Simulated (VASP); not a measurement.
A run of VASP 6.6.1 is set up as follows.

File INCAR:

```
SYSTEM = TePb
ALGO = Normal ; EDIFF = 1E-7
ENCUT = 520 ; GGA = PE
ISIF = 2 ; ISMEAR = -1
LASPH = .TRUE. ; LCHARG = .FALSE.
LREAL = .FALSE. ; LWAVE = .FALSE.
NBANDS = 28 ; NELM = 80
PREC = Accurate ; SIGMA = 0.02
```

File KPOINTS:

```
k-points
0
G
  6 6 4
  0 0 0
```

The input POSCAR:

```
TePb
1.0
    3.2835710073      3.2835710073      0.0000000000
   -3.2835710073      3.2835710073      0.0000000000
    0.0000000000      0.0000000000      6.5671420145
Pb Te
2 2
Direct
    0.0000000000      0.0000000000      0.0000000000
    0.5000000000      0.5000000000      0.5000000000
    0.5000000000      0.5000000000      0.0000000000
    0.0000000000      0.0000000000      0.5000000000
```

Potentials or basis: VASP PAW PBE potentials, release 64 (Pb_d, Te).

Command:

```console
$ cat potpaw_PBE.64/Pb_d/POTCAR potpaw_PBE.64/Te/POTCAR > POTCAR
$ mpirun -np 1 vasp_std > vasp.out
```

Task: What does it give for the band gap on the k mesh?

Result: 0.83 eV.

Task: What does it give for the pressure?

Result: 0.0 GPa.

Caveat: spin-orbit coupling is left out, which moves the levels of the heavy elements. A k mesh can miss the band edges.
